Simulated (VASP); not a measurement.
NiO2: single point with LDA

NiO2:

```
CELL_PARAMETERS angstrom
2.76278 0.00000 0.00000
-1.38139 2.39264 0.00000
0.00000 0.00000 4.20614
ATOMIC_POSITIONS crystal
Ni 0.00000 0.00000 0.50000
O 0.66667 0.33333 0.74240
O 0.33333 0.66667 0.25760
```

This cell differs from its parent crystal: c/a of the conventional cell at fixed volume 1.5224.

| Item | Value |
| --- | --- |
| Program | VASP 6.6.1 |
| Task | single point |
| Functional | LDA |
| Potentials or basis | VASP PAW LDA potentials, release 64 (Ni, O) |
| Cutoff | 520 eV |
| k mesh | 12 × 12 × 6 |
| Occupations | gaussian, width 0.05 eV |
| Spin | no spin polarisation |
| Dipole correction | no |
| Further INCAR settings | ALGO = Normal; EDIFF = 1e-07; NBANDS = 18 |

```yaml
Pressure: -13.6 GPa
Largest_force: 1.729 eV/Å
Band_gap_on_the_k_mesh: 0.54 eV, indirect (least direct gap 0.65 eV)
```

Forces on the atoms (eV/Å):
```
Ni   0.000  0.000  0.000
O    0.000  0.000 -1.729
O    0.000  0.000  1.729
```

Stress tensor (GPa, compression positive):
```
-10.67   0.00   0.00
  0.00 -10.67   0.00
  0.00   0.00 -19.42
```

Levels at points of the mesh, in eV from the valence-band top:
```csv
k point,band 8,band 9,band 10,band 11,band 12,band 13,band 14,band 15
"(0.00, 0.00, 0.00)",-1.02,-1.02,-0.85,-0.33,1.76,1.76,7.71,10.87
"(0.50, 0.00, 0.00)",-2.73,-1.85,-1.72,-1.03,1.32,1.88,12.05,13.04
"(0.00, 0.00, 0.50)",-2.24,-1.19,-1.19,-0.27,1.93,1.93,9.65,10.43
"(0.50, 0.00, 0.50)",-1.96,-1.73,-1.47,-1.16,1.42,1.58,11.24,12.70
```

Wall time 75 s on 1 thread of Intel(R) Xeon(R) Platinum 8375C CPU @ 2.90GHz (Ice Lake) (shared host), peak memory 0.17 GiB.

Caveat: forces of over 1 eV/Å act on the atoms, so gaps and moduli don't describe the material at rest. A k mesh can miss the band edges.
